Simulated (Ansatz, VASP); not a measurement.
## One calculation of CaB6, two programs

```
Ca B
1.0
     4.13607    0.00000    0.00000
     0.00000    4.13607    0.00000
     0.00000    0.00000    4.13607
Ca B
1 6
Direct
  0.50000 0.50000 0.50000
  0.00000 0.00000 0.29821
  0.00000 0.00000 0.70179
  0.29821 0.00000 0.00000
  0.70179 0.00000 0.00000
  0.00000 0.29821 0.00000
  0.00000 0.70179 0.00000
```

Alike in both runs: task single point; functional HSE06; k mesh 4 × 4 × 4; occupations fermi-dirac, width 0.02 eV; no spin polarisation.

```csv
,VASP,Ansatz
version,VASP 6.6.1,Ansatz 0.2.0
potentials or method,"VASP PAW PBE potentials, release 64 (Ca_sv, B)","plane waves, PAW"
plane-wave cutoff (eV),520,420
valence electrons in the cell,28,28
```

```csv
,VASP,Ansatz,Ansatz less VASP
pressure (GPa),-0.1,-0.3,-0.13
rms of the force components (eV/Å),0.137,0.147,+0.0095
```

Atom by atom the forces differ by 0.010 eV/Å (rms over components). The functional is the same, so the differences come from potentials, cutoffs and numerics. Ansatz's warnings: stress exchange threshold loose, stress scf threshold loose.
